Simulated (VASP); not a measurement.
# HfC (I4/mmm) in VASP: notebook

The runs below take HfC through single point, with PBE.

All numbers are computed with VASP 6.6.1; they aren't measurements. Logs are shortened: lines on timing, memory, paths and dates and some standing lists are left out, and cuts for length are marked.

### Step 1. The cell of the first run

The structure is tetragonal, space group I4/mmm (No. 139). Conventional cell: a = 3.288 Å, b = 3.288 Å, c = 4.580 Å, α = 90.00°, β = 90.00°, γ = 90.00°. Within 3.0 Å of Hf (site symmetry 4/mmm) lie 6 C at 2.29 to 2.33 Å. Within 3.0 Å of C (site symmetry 4/mmm) lie 6 Hf at 2.29 to 2.33 Å.

### Step 2. Single point, PBE (strain +0.000 along x and y, -0.015 along z)

Contents of INCAR:

```
SYSTEM = HfC
ALGO     = Normal         ! electronic algorithm
EDIFF    = 1E-6           ! SCF threshold, eV
ENCUT    = 520            ! plane-wave cutoff, eV
GGA      = PE             ! functional
ISIF     = 2              ! what is computed and relaxed
ISMEAR   = 0              ! smearing method
LASPH    = .TRUE.         ! aspherical terms in the spheres
LCHARG   = .FALSE.        ! write CHGCAR
LREAL    = .FALSE.        ! projectors in reciprocal space
LWAVE    = .FALSE.        ! write WAVECAR
NBANDS   = 14             ! bands
NELM     = 100            ! most SCF steps
PREC     = Accurate       ! precision mode
SIGMA    = 0.15           ! smearing width, eV
```

Contents of KPOINTS:

```
k-points
0
G
  18 18 18
  0 0 0
```

Contents of POSCAR:

```
HfC
1.0
    0.0000000000      2.3250000000      2.2901250000
    2.3250000000      0.0000000000      2.2901250000
    2.3250000000      2.3250000000      0.0000000000
Hf C
1 1
Direct
    0.5000000000      0.5000000000      0.5000000000
    0.0000000000      0.0000000000      0.0000000000
```

Potentials or basis: VASP PAW PBE potentials, release 64 (Hf_pv, C).

Started as:

```bash
$ cat potpaw_PBE.64/Hf_pv/POTCAR potpaw_PBE.64/C/POTCAR > POTCAR
$ mpirun -np 1 vasp_std > vasp.out
```

OUTCAR:

```text
SYSTEM = HfC
   EDIFF = 1E-6
   ENCUT = 520
   GGA = PE
   ISIF = 2
   ISMEAR = 0
   LASPH = .TRUE.
   LREAL = .FALSE.
   NELM = 100
   PREC = Accurate

 ion  position               nearest neighbor table
   1  0.500  0.500  0.500-   2 2.29   2 2.29   2 2.33   2 2.33   2 2.33   2 2.33
   2  0.000  0.000  0.000-   1 2.29   1 2.29   1 2.33   1 2.33   1 2.33   1 2.33

  LATTYP: Found a body centered tetragonal cell.
 ALAT       =     3.2880465325
 C/A-ratio  =     1.3930003589

  Lattice vectors:

 A1 = (   0.0000000000,  -2.3250000000,  -2.2901250000)
 A2 = (   0.0000000000,   2.3250000000,  -2.2901250000)
 A3 = (   2.3250000000,   0.0000000000,   2.2901250000)

Analysis of symmetry for initial positions (statically):
=====================================================================
 Subroutine PRICEL returns:
 Original cell was already a primitive cell.

 Routine SETGRP: Setting up the symmetry group for a
 body centered tetragonal supercell.

 Subroutine GETGRP returns: Found 16 space group operations
 (whereof 16 operations were pure point group operations)
 out of a pool of 16 trial point group operations.

The static configuration has the point symmetry D_4h.

Analysis of symmetry for dynamics (positions and initial velocities):
=====================================================================
 Subroutine PRICEL returns:
 Original cell was already a primitive cell.

 Routine SETGRP: Setting up the symmetry group for a
 body centered tetragonal supercell.

 Subroutine GETGRP returns: Found 16 space group operations
 (whereof 16 operations were pure point group operations)
 out of a pool of 16 trial point group operations.

The dynamic configuration has the point symmetry D_4h.

 Subroutine INISYM returns: Found 16 space group operations
 (whereof 16 operations are pure point group operations),
 and found     1 'primitive' translations

----------------------------------------------------------------------------------------

                                     Primitive cell

  volume of cell :      24.7591

  direct lattice vectors                    reciprocal lattice vectors
     0.000000000  2.325000000  2.290125000    -0.215053763  0.215053763  0.218328694
     2.325000000  0.000000000  2.290125000     0.215053763 -0.215053763  0.218328694
     2.325000000  2.325000000  0.000000000     0.215053763  0.215053763 -0.218328694

  length of vectors
     3.263479357  3.263479357  3.288046533     0.374384376  0.374384376  0.374384376

  position of ions in fractional coordinates (direct lattice)
     0.500000000  0.500000000  0.500000000
     0.000000000  0.000000000  0.000000000

  ion indices of the primitive-cell ions
   primitive index   ion index
                 1           1
                 2           2

----------------------------------------------------------------------------------------

 KPOINTS: k-points

Automatic generation of k-mesh.
 Grid dimensions read from file:
 generate k-points for:   18   18   18

 Generating k-lattice:

  Cartesian coordinates                     Fractional coordinates (reciprocal lattice)
    -0.011947431  0.011947431  0.012129372     0.055555556 -0.000000000  0.000000000
     0.011947431 -0.011947431  0.012129372    -0.000000000  0.055555556  0.000000000
     0.011947431  0.011947431 -0.012129372     0.000000000  0.000000000  0.055555556

  Length of vectors
     0.020799132  0.020799132  0.020799132

  Shift w.r.t. Gamma in fractional coordinates (k-lattice)
     0.000000000  0.000000000  0.000000000

 Subroutine IBZKPT returns following result:
 ===========================================

 Found    480 irreducible k-points:

 Following reciprocal coordinates:
            Coordinates               Weight
  0.000000  0.000000  0.000000      1.000000
  0.055556 -0.000000  0.000000      8.000000
  0.111111 -0.000000  0.000000      8.000000
  0.166667  0.000000  0.000000      8.000000
  0.222222  0.000000  0.000000      8.000000
  0.277778 -0.000000  0.000000      8.000000
[... 16 lines left out ...]
 -0.277778  0.055556  0.000000      8.000000
 -0.222222  0.055556  0.000000      8.000000
 [... further k-points ...]
   k-points           NKPTS =    480   k-points in BZ     NKDIM =    480   number of bands    NBANDS=     14
   number of dos      NEDOS =    301   number of ions     NIONS =      2
   total plane-waves  NPLWV =  13824
   dimension x,y,z NGX =    24 NGY =   24 NGZ =   24
   dimension x,y,z NGXF=    48 NGYF=   48 NGZF=   48
   ions per type =               1   1
   NGX,Y,Z   is equivalent  to a cutoff of  12.23, 12.23, 12.13 a.u.
   NGXF,Y,Z  is equivalent  to a cutoff of  24.45, 24.45, 24.27 a.u.
 SYSTEM =  HfC
   PREC   = accura    normal or accurate (medium, high low for compatibility)
   ISTART =      0    job   : 0-new  1-cont  2-samecut
   ICHARG =      2    charge: 1-file 2-atom 10-const
   ISPIN  =      1    spin polarized calculation?
   LNONCOLLINEAR =      F non collinear calculations
   LSORBIT =      F    spin-orbit coupling
   LASPH  =      T    aspherical Exc in radial PAW
   ENCUT  =  520.0 eV  38.22 Ry    6.18 a.u.   6.07  6.07  6.11*2*pi/ulx,y,z
   NELM   =    100;   NELMIN=  2; NELMDL= -5     # of ELM steps
   EDIFF  = 0.1E-05   stopping-criterion for ELM
   LREAL  =      F    real-space projection
   EDIFFG = 0.1E-04   stopping-criterion for IOM
   NSW    =      0    number of steps for IOM
   IBRION =     -1    ionic relax: 0-MD 1-quasi-New 2-CG
   NFREE  =      0    steps in history (QN), initial steepest desc. (CG)
   ISIF   =      2    stress and relaxation
   ISYM   =      2    0-nonsym 1-usesym 2-fastsym
   POTIM  = 0.5000    time-step for ionic-motion
   TEBEG  =    0.0;   TEEND  =   0.0 temperature during run
   PSTRESS=    0.0 pullay stress
   NELECT =      14.0000    total number of electrons
   NUPDOWN=      -1.0000    fix difference up-down
   EMIN   =  10.00;   EMAX   =-10.00  energy-range for DOS
   EFERMI =   0.00;   METHOD = LEGACY
   ISMEAR =     0;   SIGMA  =   0.15  broadening in eV -4-tet -1-fermi 0-gaus
   EFERMI_NEDOS =   21; number of points for ismear=-14 and -15
   IALGO  =     38    algorithm
   IMIX   =      4    mixing-type and parameters
     AMIX     =   0.40;   BMIX     =  1.00
     AMIX_MAG =   1.60;   BMIX_MAG =  1.00
  volume/ion in A,a.u.               =      12.38        83.54
  Fermi-wavevector in a.u.,A,eV,Ry     =   1.353752  2.558221 24.934646  1.832645
  Thomas-Fermi vector in A             =   2.480981
   LORBIT       =      0    0 simple, 1 ext, 2 COOP (PROOUT), +10 PAW based schemes
   GGA     = PE    functional components
   LHFCALC =     F    Hartree Fock is set to
   AEXX    =    0.0000 exact exchange contribution
   IVDW    =     0    specifies the selected vdW correction
   LEPSILON=     F    determine dielectric tensor
   LRPA    =     F    only Hartree local field effects (RPA)
 non-spin polarized calculation
 Gauss-broadening in eV      SIGMA  =   0.15
  energy-cutoff  :      520.00
  volume of cell :       24.76
 maximum number of plane-waves:       680
   NGX = 13   NGY = 13   NGZ = 13

 number of electron      14.0000001 magnetization

 Free energy of the ion-electron system (eV)
  ---------------------------------------------------
  ext. energy  EPLUGINS =         0.00000000
  ---------------------------------------------------
  free energy    TOTEN  =       -21.03898258 eV

  energy without entropy =      -21.03595535  energy(sigma->0) =      -21.03746897

 E-fermi :   6.0671     XC(G=0): -12.3598

 val. band max:        6.0567182278   @ k =   0.1111   0.1111   0.0000
 cond. band min:       6.0769557849   @ k =   0.1111  -0.0000   0.0556
 fundamental gap:      0.0202375572
 Fermi energy:         6.0670594952

 k-point     1 :       0.0000    0.0000    0.0000
  band No.  band energies     occupation
      1     -23.4329      2.00000
      2     -23.4329      2.00000
      3     -23.4148      2.00000
      4      -6.3166      2.00000
      5       7.0500      0.00000
      6       7.0500      0.00000
      7       7.1327      0.00000
      8       7.4136      0.00000
      9       7.4136      0.00000
     10       7.5765      0.00000
     11       9.4064      0.00000
     12       9.5878      0.00000
     13      13.1056      0.00000
     14      17.1176      0.00000

 k-point     2 :       0.0556   -0.0000    0.0000
  band No.  band energies     occupation
      1     -23.4523      2.00000
      2     -23.4353      2.00000
      3     -23.4205      2.00000
      4      -6.2367      2.00000
      5       6.4288      0.00065
      6       6.6039      0.00000
      7       6.6817      0.00000
      8       7.6186      0.00000
      9       7.6940      0.00000
     10       7.9239      0.00000
     11       9.8127      0.00000
     12       9.9967      0.00000
     13      13.2856      0.00000
     14      17.3433      0.00000

 k-point     3 :       0.1111   -0.0000    0.0000
  band No.  band energies     occupation
      1     -23.5167      2.00000
      2     -23.4424      2.00000
      3     -23.4278      2.00000
      4      -6.0023      2.00000
      5       5.4971      2.00000
      6       5.8903      1.90431
      7       5.9690      1.64467
      8       7.9143      0.00000
      9       7.9790      0.00000
     10       8.3231      0.00000
     11      10.7204      0.00000
     12      10.9139      0.00000
     13      13.7675      0.00000
     14      17.9815      0.00000
[... 324 lines left out ...]
 k-point    23 :      -0.2778    0.0556    0.0000
  band No.  band energies     occupation
      1     -23.8948      2.00000
      2     -23.4876      2.00000
      3     -23.4765      2.00000
      4      -4.3376      2.00000
      5       2.1828      2.00000
      6       3.7411      2.00000
      7       4.0553      2.00000
      8       9.3140      0.00000
      9       9.3514      0.00000
     10      10.3422      0.00000
     11      14.1369      0.00000
     12      15.2058      0.00000
     13      15.4407      0.00000
     14      19.8899      0.00000

 k-point    24 :      -0.2222    0.0556    0.0000
  band No.  band energies     occupation
      1     -23.7764      2.00000
      2     -23.4756      2.00000
      3     -23.4620      2.00000
      4      -4.9218      2.00000
      5       3.0896      2.00000
      6       4.2039      2.00000
      7       4.5604      2.00000
      8       8.7150      0.00000
      9       8.9406      0.00000
     10       9.7298      0.00000
     11      12.9745      0.00000
     12      14.0476      0.00000
     13      15.2487      0.00000
     14      19.9104      0.00000

 [... further k-points ...]

------------------------ aborting loop because EDIFF is reached ----------------------------------------

  FORCE on cell =-STRESS in cart. coord.  units (eV):
  Direction    XX          YY          ZZ          XY          YZ          ZX
  --------------------------------------------------------------------------------------
  -------------------------------------------------------------------------------------
  Total        0.1763185      0.1763185      1.2069857      0.0000000      0.0000000     -0.0000000
  in kB       11.4096785     11.4096785     78.1047802      0.0000000      0.0000000     -0.0000000
  external PRESSURE =      33.6413791 kB  Pullay stress =       0.0000000 kB

 VOLUME and BASIS-vectors are now :
 -----------------------------------------------------------------------------
  energy-cutoff  :      520.00
  volume of cell :       24.76
      direct lattice vectors                 reciprocal lattice vectors
     0.000000000  2.325000000  2.290125000    -0.215053763  0.215053763  0.218328694
     2.325000000  0.000000000  2.290125000     0.215053763 -0.215053763  0.218328694
     2.325000000  2.325000000  0.000000000     0.215053763  0.215053763 -0.218328694

 POSITION                                       TOTAL-FORCE (eV/Angst)
 -----------------------------------------------------------------------------------
      2.32500      2.32500      2.29013         0.000000      0.000000      0.000000
      0.00000      0.00000      0.00000        -0.000000     -0.000000     -0.000000
 -----------------------------------------------------------------------------------
    total drift:                                0.000000     -0.000000      0.000000

  FREE ENERGIE OF THE ION-ELECTRON SYSTEM (eV)
  ---------------------------------------------------
  free  energy   TOTEN  =       -21.0389825816 eV

  energy  without entropy=      -21.0359553500  energy(sigma->0) =      -21.03746897
```

It took 86 s on 1 thread of AMD EPYC 7R13 (Zen 3), shared host; peak memory 0.25 GiB.

What came out:

```yaml
Free_energy: -21.0390 eV
Pressure: 3.4 GPa
Band_gap_on_the_k_mesh: zero (bands 7 and 8 overlap by 1.58 eV)
```

Stress tensor (GPa, compression positive):
```
1.14 0.00 0.00
0.00 1.14 0.00
0.00 0.00 7.81
```

Levels at points of the mesh, in eV from the Fermi level:
```csv
k point,band 3,band 4,band 5,band 6,band 7,band 8,band 9,band 10,band 11,band 12
"(0.00, 0.00, 0.00)",-29.48,-12.38,0.98,0.98,1.07,1.35,1.35,1.51,3.34,3.52
"(0.50, 0.00, 0.00)",-29.55,-8.55,-6.20,-3.05,-3.02,5.34,5.47,5.89,6.63,11.41
"(0.50, 0.50, 0.00)",-29.76,-10.46,-2.45,-1.84,-0.14,-0.14,5.41,6.86,6.86,8.62
"(0.50, 0.00, 0.50)",-29.73,-10.49,-2.63,-1.81,-0.08,-0.01,5.39,6.76,6.95,8.63
```

Caveat: the cell differs from its parent crystal (strain +0.000 along x and y, -0.015 along z); the cell stands under pressure; spin-orbit coupling is left out, which moves the levels of the heavy elements.

(Part 1 of 2 ends here.)
